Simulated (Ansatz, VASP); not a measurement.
## One calculation of Zn3O, two programs

```xyz
4
Lattice="3.0982 0.0000 0.0000 -1.5491 2.6831 0.0000 0.0000 0.0000 6.8860" Properties=species:S:1:pos:R:3 pbc="T T T"
Zn    0.0000    0.0000    0.4352
Zn    0.0000    1.7887    4.4728
Zn    1.5491    0.8944    2.5388
O     0.0000    1.7887    6.3941
```

Alike in both runs: functional PBE; k mesh 12 × 12 × 6; occupations gaussian, width 0.1 eV; no spin polarisation.

Ansatz relaxed the structure, and its values are those at the end. VASP's run is a single point on that final structure, the one shown.

|  | VASP | Ansatz |
| --- | --- | --- |
| version | VASP 6.6.1 | Ansatz 0.2.0 |
| potentials or method | VASP PAW PBE potentials, release 64 (Zn, O), cutoff 520 eV | scalar-relativistic, plane waves, PAW |
| valence electrons in the cell | 42 | 42 |

|  | VASP | Ansatz | Ansatz less VASP |
| --- | --- | --- | --- |
| gap on the k mesh at the Fermi level (eV) | none | none | - |
| pressure (GPa) | 0.7 | 0.0 | -0.66 |
| rms of the force components (eV/Å) | 0.027 | 0.000 | -0.0264 |

A gap of «none» marks a metal or a gap that the smearing closes.
